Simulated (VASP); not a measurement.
# GdTePd2 (P6_3/mmc) in VASP: single point with PBE

Aim: the single point of GdTePd2 with PBE.

Program: VASP 6.6.1. These are calculated values, not measurements. Logs are shortened: lines on timing, memory, paths and dates and some standing lists are left out, and cuts for length are marked.

**1. The cell of the first run**

Symmetry: P6_3/mmc, No. 194, hexagonal system. The conventional cell has a = 3.530 Å, b = 3.530 Å, c = 13.768 Å, α = 90.00°, β = 90.00°, γ = 120.00°. Gd (site symmetry -6m2) has 6 Pd at 3.09 Å and 6 Gd at 3.53 Å and 6 Te at 4.00 Å within 4.1 Å. Within 3.1 Å of Te (site symmetry -3m) lie 6 Pd at 2.32 Å. Pd (site symmetry 3m) has 3 Te at 2.32 Å and 3 Pd at 3.03 Å and 3 Gd at 3.09 Å within 3.1 Å.

The cell was generated, and may not be a known phase.

**2. Single point, PBE, collinear spin, ferromagnetic start**

INCAR

```
SYSTEM = GdTePd2
PREC = Accurate ; ENCUT = 520
EDIFF = 1E-7 ; ISMEAR = 0
SIGMA = 0.1 ; LREAL = .FALSE.
LASPH = .TRUE. ; NELM = 150
ALGO = Normal ; ISIF = 2
LWAVE = .FALSE. ; LCHARG = .FALSE.
ISPIN = 2 ; MAGMOM = 7 7 0 0 0 0 0 0
LORBIT = 11 ; LMAXMIX = 6
GGA = PE ; NBANDS = 58
```

KPOINTS

```
regular mesh
0
G
  6 6 2
  0 0 0
```

POSCAR

```
GdTePd2
1.0
    3.5301881700      0.0000000000      0.0000000000
   -1.7650940900      3.0572326400      0.0000000000
    0.0000000000      0.0000000000     13.7684416000
Gd Te Pd
2 2 4
Direct
    0.3333333300      0.6666666700      0.7500000000
    0.6666666700      0.3333333300      0.2500000000
    0.0000000000      0.0000000000      0.0000000000
    0.0000000000      0.0000000000      0.5000000000
    0.3333333300      0.6666666700      0.4188021100
    0.3333333300      0.6666666700      0.0811978900
    0.6666666700      0.3333333300      0.5811978900
    0.6666666700      0.3333333300      0.9188021100
```

Potentials or basis: VASP PAW PBE potentials, release 64 (Gd, Te, Pd).

Command:

```
cat potpaw_PBE.64/Gd/POTCAR potpaw_PBE.64/Te/POTCAR potpaw_PBE.64/Pd/POTCAR > POTCAR
mpirun -np 1 vasp_std > vasp.out
```

OUTCAR:

```text
SYSTEM = GdTePd2
   PREC = Accurate
   ENCUT = 520
   EDIFF = 1E-7
   ISMEAR = 0
   LREAL = .FALSE.
   LASPH = .TRUE.
   NELM = 150
   ISIF = 2
   ISPIN = 2
   LORBIT = 11
   GGA = PE

 ion  position               nearest neighbor table
   1  0.333  0.667  0.750-   7 3.09   8 3.09   7 3.09   8 3.09   7 3.09   8 3.09
   2  0.667  0.333  0.250-   5 3.09   6 3.09   5 3.09   6 3.09   5 3.09   6 3.09
   3  0.000  0.000  0.000-   6 2.32   8 2.32   8 2.32   6 2.32   8 2.32   6 2.32
   4  0.000  0.000  0.500-   5 2.32   7 2.32   7 2.32   5 2.32   7 2.32   5 2.32
   5  0.333  0.667  0.419-   4 2.32   4 2.32   4 2.32   7 3.03   7 3.03   7 3.03   2 3.09   2 3.09
                             2 3.09
   6  0.333  0.667  0.081-   3 2.32   3 2.32   3 2.32   8 3.03   8 3.03   8 3.03   2 3.09   2 3.09
                             2 3.09
   7  0.667  0.333  0.581-   4 2.32   4 2.32   4 2.32   5 3.03   5 3.03   5 3.03   1 3.09   1 3.09
                             1 3.09
   8  0.667  0.333  0.919-   3 2.32   3 2.32   3 2.32   6 3.03   6 3.03   6 3.03   1 3.09   1 3.09
                             1 3.09

  LATTYP: Found a hexagonal cell.
 ALAT       =     3.5301881700
 C/A-ratio  =     3.9002004814

  Lattice vectors:

 A1 = (   3.5301881700,   0.0000000000,   0.0000000000)
 A2 = (  -1.7650940900,   3.0572326400,   0.0000000000)
 A3 = (   0.0000000000,   0.0000000000,  13.7684416000)

Analysis of symmetry for initial positions (statically):
=====================================================================
 Subroutine PRICEL returns:
 Original cell was already a primitive cell.

 Routine SETGRP: Setting up the symmetry group for a
 hexagonal supercell.

 Subroutine GETGRP returns: Found 24 space group operations
 (whereof 12 operations were pure point group operations)
 out of a pool of 24 trial point group operations.

The static configuration has the point symmetry D_3d.
 The point group associated with its full space group is D_6h.

Analysis of symmetry for dynamics (positions and initial velocities):
=====================================================================
 Subroutine PRICEL returns:
 Original cell was already a primitive cell.

 Routine SETGRP: Setting up the symmetry group for a
 hexagonal supercell.

 Subroutine GETGRP returns: Found 24 space group operations
 (whereof 12 operations were pure point group operations)
 out of a pool of 24 trial point group operations.

The dynamic configuration has the point symmetry D_3d.
 The point group associated with its full space group is D_6h.

Analysis of structural, dynamic, and magnetic symmetry:
=====================================================================
 Subroutine PRICEL returns:
 Original cell was already a primitive cell.

 Routine SETGRP: Setting up the symmetry group for a
 hexagonal supercell.

 Subroutine GETGRP returns: Found 24 space group operations
 (whereof 12 operations were pure point group operations)
 out of a pool of 24 trial point group operations.

The overall configuration has the point symmetry D_3d.
 The point group associated with its full space group is D_6h.

 Subroutine INISYM returns: Found 24 space group operations
 (whereof 12 operations are pure point group operations),
 and found     1 'primitive' translations

----------------------------------------------------------------------------------------

                                     Primitive cell

  volume of cell :     148.5974

  direct lattice vectors                    reciprocal lattice vectors
     3.530188170  0.000000000  0.000000000     0.283271019  0.163546599  0.000000000
    -1.765094090  3.057232640  0.000000000     0.000000000  0.327093198  0.000000000
     0.000000000  0.000000000 13.768441600     0.000000000  0.000000000  0.072629861

  length of vectors
     3.530188170  3.530188177 13.768441600     0.327093198  0.327093198  0.072629861

  position of ions in fractional coordinates (direct lattice)
[... 64 lines left out ...]
   total plane-waves  NPLWV =  84672
   dimension x,y,z NGX =    28 NGY =   28 NGZ =  108
   dimension x,y,z NGXF=    56 NGYF=   56 NGZF=  216
   ions per type =               2   2   4
   NGX,Y,Z   is equivalent  to a cutoff of  13.19, 13.19, 13.04 a.u.
   NGXF,Y,Z  is equivalent  to a cutoff of  26.37, 26.37, 26.08 a.u.
 SYSTEM =  GdTePd2
   PREC   = accura    normal or accurate (medium, high low for compatibility)
   ISTART =      0    job   : 0-new  1-cont  2-samecut
   ICHARG =      2    charge: 1-file 2-atom 10-const
   ISPIN  =      2    spin polarized calculation?
   LNONCOLLINEAR =      F non collinear calculations
   LSORBIT =      F    spin-orbit coupling
   LASPH  =      T    aspherical Exc in radial PAW
   ENCUT  =  520.0 eV  38.22 Ry    6.18 a.u.   6.56  6.56 25.60*2*pi/ulx,y,z
   NELM   =    150;   NELMIN=  2; NELMDL= -5     # of ELM steps
   EDIFF  = 0.1E-06   stopping-criterion for ELM
   LREAL  =      F    real-space projection
   EDIFFG = 0.1E-05   stopping-criterion for IOM
   NSW    =      0    number of steps for IOM
   IBRION =     -1    ionic relax: 0-MD 1-quasi-New 2-CG
   NFREE  =      0    steps in history (QN), initial steepest desc. (CG)
   ISIF   =      2    stress and relaxation
   ISYM   =      2    0-nonsym 1-usesym 2-fastsym
   POTIM  = 0.5000    time-step for ionic-motion
   TEBEG  =    0.0;   TEEND  =   0.0 temperature during run
   PSTRESS=    0.0 pullay stress
   NELECT =      88.0000    total number of electrons
   NUPDOWN=      -1.0000    fix difference up-down
   EMIN   =  10.00;   EMAX   =-10.00  energy-range for DOS
   EFERMI =   0.00;   METHOD = LEGACY
   ISMEAR =     0;   SIGMA  =   0.10  broadening in eV -4-tet -1-fermi 0-gaus
   EFERMI_NEDOS =   21; number of points for ismear=-14 and -15
   IALGO  =     38    algorithm
   IMIX   =      4    mixing-type and parameters
     AMIX     =   0.40;   BMIX     =  1.00
     AMIX_MAG =   1.60;   BMIX_MAG =  1.00
  volume/ion in A,a.u.               =      18.57       125.35
  Fermi-wavevector in a.u.,A,eV,Ry     =   1.374776  2.597950 25.715143  1.890010
  Thomas-Fermi vector in A             =   2.500172
   LORBIT       =     11    0 simple, 1 ext, 2 COOP (PROOUT), +10 PAW based schemes
   GGA     = PE    functional components
   LHFCALC =     F    Hartree Fock is set to
   AEXX    =    0.0000 exact exchange contribution
   IVDW    =     0    specifies the selected vdW correction
   LEPSILON=     F    determine dielectric tensor
   LRPA    =     F    only Hartree local field effects (RPA)
 spin polarized calculation
 Gauss-broadening in eV      SIGMA  =   0.10
  energy-cutoff  :      520.00
  volume of cell :      148.60
 maximum number of plane-waves:      4071
 NGX is ok and might be reduce to    28
   NGX = 13   NGY = 13   NGZ = 51

 number of electron      88.0000009 magnetization      14.5827176

 Free energy of the ion-electron system (eV)
  ---------------------------------------------------
  ext. energy  EPLUGINS =         0.00000000
  ---------------------------------------------------
  free energy    TOTEN  =       -43.90762288 eV

  energy without entropy =      -43.88632396  energy(sigma->0) =      -43.89697342

 E-fermi :   9.8999     XC(G=0): -11.9603

 val. band max:        9.8693003240   @ k =   0.1667   0.1667   0.5000
 cond. band min:       9.9248700838   @ k =   0.0000   0.0000   0.0000
 fundamental gap:      0.0555697597
 Fermi energy:         9.8998784318

 spin component 1

 k-point     1 :       0.0000    0.0000    0.0000
  band No.  band energies     occupation
      1     -35.2431      1.00000
      2     -35.2431      1.00000
      3     -12.7034      1.00000
      4     -12.6986      1.00000
      5     -12.3436      1.00000
      6     -12.3436      1.00000
[... 815 lines left out ...]
     55      10.7282      0.00000
     56      10.7282      0.00000
 Fermi energy:         9.8998784318

 spin component 2

 k-point     1 :       0.0000    0.0000    0.0000
  band No.  band energies     occupation
      1     -32.0741      1.00000
      2     -32.0740      1.00000
      3     -10.5377      1.00000
      4     -10.5249      1.00000
      5     -10.0108      1.00000
      6     -10.0108      1.00000
[... 815 lines left out ...]
     55      11.7921      0.00000
     56      11.7921      0.00000
 [bands above 56 left out]

------------------------ aborting loop because EDIFF is reached ----------------------------------------

  FORCE on cell =-STRESS in cart. coord.  units (eV):
  Direction    XX          YY          ZZ          XY          YZ          ZX
  --------------------------------------------------------------------------------------
  -------------------------------------------------------------------------------------
  Total       60.8064547     60.8064549     31.6338914     -0.0000001      0.0000000      0.0000000
  in kB      655.6153836    655.6153856    341.0767154     -0.0000011      0.0000000      0.0000000
  external PRESSURE =     550.7691615 kB  Pullay stress =       0.0000000 kB

 VOLUME and BASIS-vectors are now :
 -----------------------------------------------------------------------------
  energy-cutoff  :      520.00
  volume of cell :      148.60
      direct lattice vectors                 reciprocal lattice vectors
     3.530188170  0.000000000  0.000000000     0.283271019  0.163546599  0.000000000
    -1.765094090  3.057232640  0.000000000     0.000000000  0.327093198  0.000000000
     0.000000000  0.000000000 13.768441600     0.000000000  0.000000000  0.072629861

 POSITION                                       TOTAL-FORCE (eV/Angst)
 -----------------------------------------------------------------------------------
     -0.00000      2.03816     10.32633         0.000000     -0.000000      0.000000
      1.76509      1.01908      3.44211        -0.000000     -0.000000      0.000000
      0.00000      0.00000      0.00000        -0.000000      0.000000      0.000000
      0.00000      0.00000      6.88422        -0.000000      0.000000      0.000000
     -0.00000      2.03816      5.76625        -0.000000      0.000000     -6.388929
     -0.00000      2.03816      1.11797         0.000000      0.000000      6.388929
      1.76509      1.01908      8.00219        -0.000000      0.000000      6.388929
      1.76509      1.01908     12.65047        -0.000000      0.000000     -6.388929
 -----------------------------------------------------------------------------------
    total drift:                               -0.000020      0.000012      0.000000

  FREE ENERGIE OF THE ION-ELECTRON SYSTEM (eV)
  ---------------------------------------------------
  free  energy   TOTEN  =       -43.9076228759 eV

  energy  without entropy=      -43.8863239595  energy(sigma->0) =      -43.89697342

 total charge

# of ion       s       p       d       f       tot
--------------------------------------------------
    1        2.061   5.582   0.580   7.016  15.239
    2        2.061   5.582   0.580   7.016  15.239
    3        1.368   2.152   0.304   0.000   3.824
    4        1.368   2.152   0.304   0.000   3.824
    5        0.678   0.718   8.881   0.000  10.277
    6        0.678   0.718   8.881   0.000  10.277
    7        0.678   0.718   8.881   0.000  10.277
    8        0.678   0.718   8.881   0.000  10.277
--------------------------------------------------
tot          9.570  18.341  37.292  14.031  79.233

 magnetization (x)

# of ion       s       p       d       f       tot
--------------------------------------------------
    1        0.005  -0.071   0.151   6.784   6.869
    2        0.005  -0.071   0.151   6.784   6.869
    3       -0.000  -0.006  -0.001   0.000  -0.007
    4       -0.000  -0.006  -0.001   0.000  -0.007
    5       -0.005   0.001   0.004   0.000   0.001
    6       -0.005   0.001   0.004   0.000   0.001
    7       -0.005   0.001   0.004   0.000   0.001
    8       -0.005   0.001   0.004   0.000   0.001
--------------------------------------------------
tot         -0.009  -0.148   0.316  13.567  13.726
```

Wall time 16 min (1 thread of Intel Xeon Platinum 8559C (Emerald Rapids), shared host); peak memory 0.45 GiB.

Results:

```
Free energy                                           : -43.9076 eV
Pressure                                              : 55.1 GPa
Largest force                                         : 6.389 eV/Å
Net moment                                            : 14.58 μB per cell
Site moments                                          : Gd +6.87; Te -0.01; Pd +0.00 μB
Valence electrons inside the program's atomic spheres : Gd 15.24; Te 3.82; Pd 10.28
```

Forces on the atoms (eV/Å):
```
Gd   0.000  0.000  0.000
Gd   0.000  0.000  0.000
Te   0.000  0.000  0.000
Te   0.000  0.000  0.000
Pd   0.000  0.000 -6.389
Pd   0.000  0.000  6.389
Pd   0.000  0.000  6.389
Pd   0.000  0.000 -6.389
```

Stress tensor (GPa, compression positive):
```
65.56  0.00  0.00
 0.00 65.56  0.00
 0.00  0.00 34.11
```

Caveat: the stress differs along the axes, from 34 to 66 GPa; spin-orbit coupling is left out, which moves the levels of the heavy elements; semilocal functionals describe open f shells poorly, which spoils levels, moments and volumes; forces of over 1 eV/Å act on the atoms, so gaps and moduli don't describe the material at rest.
